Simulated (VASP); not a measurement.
A run of VASP 6.6.1 is set up as follows.

Contents of POSCAR:

```
ScIr
1.0
    3.2059978656      0.0000000000      0.0000000000
    0.0000000000      3.2059978656      0.0000000000
    0.0000000000      0.0000000000      3.2059978656
Sc Ir
1 1
Direct
    0.0000000000      0.0000000000      0.0000000000
    0.5000000000      0.5000000000      0.5000000000
```

INCAR.step1

```
  PREC = Accurate
  ENCUT = 620
  ISMEAR = 0
  SIGMA = 0.05
  LREAL = F
  LASPH = T
  NELM = 200
  LNONCOLLINEAR = T
  MAGMOM = 0 0 0 0 0 0
  LSORBIT = T
  GGA_COMPAT = F
  LMAXMIX = 4
  NBANDS = 40
  GGA = PE
  ALGO = Normal
  EDIFF = 1E-5
  LWAVE = T
  LCHARG = F
```

File INCAR.step2:

```
  PREC = Accurate
  ENCUT = 620
  EDIFF = 1E-6
  ISMEAR = 0
  SIGMA = 0.05
  LREAL = F
  LASPH = T
  NELM = 200
  ALGO = Normal
  ISIF = 2
  LWAVE = F
  LCHARG = T
  LNONCOLLINEAR = T
  MAGMOM = 0 0 0 0 0 0
  LORBIT = 11
  LSORBIT = T
  GGA_COMPAT = F
  LORBMOM = T
  LMAXMIX = 4
  METAGGA = R2SCAN
  LMIXTAU = T
  LVHAR = T
  NBANDS = 40
  ISTART = 1
```

File KPOINTS:

```
Automatic mesh
0
Gamma
  6 6 6
```

Potentials or basis: VASP PAW PBE potentials, release 64 (Sc_sv, Ir_sv_GW).

Command:

```bash
$ cat potpaw_PBE.64/Sc_sv/POTCAR potpaw_PBE.64/Ir_sv_GW/POTCAR > POTCAR
$ cp INCAR.step1 INCAR
$ mpirun -np 1 vasp_ncl > vasp.out
$ cp INCAR.step2 INCAR
$ mpirun -np 1 vasp_ncl > vasp.out
```

Task: What does it give for the pressure?

Result: 2.2 GPa.

Task: Estimate the net moment.

Result: 0.00 μB per cell.

Moments on the atoms (μB; x, y, z):
```
Sc  0.00 0.00 0.00
Ir  0.00 0.00 0.00
```

Caveat: the PAW data sets were made with another functional, which shifts forces and pressure a little.
